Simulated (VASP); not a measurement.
A run of VASP 6.6.1 is set up as follows.

File INCAR:

```
SYSTEM = AlH5
PREC = Accurate ; ENCUT = 600
EDIFF = 1E-7 ; ISMEAR = 0
SIGMA = 0.1 ; LREAL = .False.
LASPH = .True. ; NELM = 100
ALGO = Normal ; ISIF = 3
LWAVE = .False. ; LCHARG = .False.
GGA = PE ; IBRION = 2
NSW = 100 ; EDIFFG = -0.01
```

The input KPOINTS:

```
regular mesh
0
Gamma
  14 14 14
  0 0 0
```

File POSCAR:

```
AlH5
1.0
    0.0000000000      2.4700050849      2.4700050849
    2.4700050849      0.0000000000      2.4700050849
    2.4700050849      2.4700050849      0.0000000000
Al H
1 5
Direct
    0.0000000000      0.0000000000      0.0000000000
    0.7500000000      0.7500000000      0.7500000000
    0.3806254856      0.3806254856      0.8581235432
    0.3806254856      0.8581235432      0.3806254856
    0.3806254856      0.3806254856      0.3806254856
    0.8581235432      0.3806254856      0.3806254856
```

Potentials or basis: VASP PAW PBE potentials, release 64 (Al, H).

Run with:

```bash
$ cat potpaw_PBE.64/Al/POTCAR potpaw_PBE.64/H/POTCAR > POTCAR
$ mpirun -np 1 vasp_std > vasp.out
```

**Question.** What does it give for the relaxed volume?

**Answer.** 4.99 Å³/atom.

**Question.** Predict the band gap on the k mesh.

**Answer.** Zero (bands 4 and 5 overlap by 3.37 eV).

**Question.** Estimate the relaxed cell.

**Answer.** a = 3.485 Å, b = 3.485 Å, c = 3.485 Å, α = 60.00°, β = 60.00°, γ = 60.00°.

**Question.** Predict the space group after relaxing (to 0.1 Å).

**Answer.** F-43m (No. 216).

Forces on the atoms (eV/Å):
```
Al   0.000  0.000  0.000
H    0.000  0.000  0.000
H    0.001  0.001 -0.001
H    0.001 -0.001  0.001
H   -0.001 -0.001 -0.001
H   -0.001  0.001  0.001
```
